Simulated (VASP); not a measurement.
## Zn: single point with PBE

Zn, a slab with vacuum:

```
Zn
1.0
     2.66480    0.00000    0.00000
    -1.33240    2.30778    0.00000
     0.00000    0.00000   27.89340
Zn
5
Cartesian
  0.0000 1.5385 9.0000
  1.3324 0.7693 11.4734
  0.0000 1.5385 13.9467
  1.3324 0.7693 16.4200
  0.0000 1.5385 18.8934
```

```
Program                : VASP 6.6.1
Task                   : single point
Functional             : PBE
Potentials or basis    : VASP PAW PBE potentials, release 64 (Zn)
Cutoff                 : 520 eV
k mesh                 : 21 × 21 × 1
Occupations            : gaussian, width 0.1 eV
Spin                   : no spin polarisation
Dipole correction      : yes
Further INCAR settings : ALGO = Normal; EDIFF = 1e-06; NBANDS = 38
```

The largest force is 0.071 eV/Å. The band gap on the k mesh is zero (bands 30 and 31 overlap by 4.09 eV).

Forces in eV/Å, atoms in the order of the input:
```
Zn   0.000  0.000  0.000
Zn   0.000  0.000  0.071
Zn   0.000  0.000  0.000
Zn   0.000  0.000 -0.071
Zn   0.000  0.000  0.000
```

Levels at points of the mesh, in eV from the Fermi level:
| k point | band 28 | band 29 | band 30 | band 31 | band 32 | band 33 |
| --- | --- | --- | --- | --- | --- | --- |
| (0.00, 0.00, 0.00) | -6.97 | -6.23 | -4.39 | -2.61 | -0.07 | 2.27 |

It took 8.7 min on 1 thread of Intel(R) Xeon(R) Platinum 8259CL CPU @ 2.50GHz (Skylake/Cascade Lake), with other jobs on the host, peak memory 0.4 GiB.
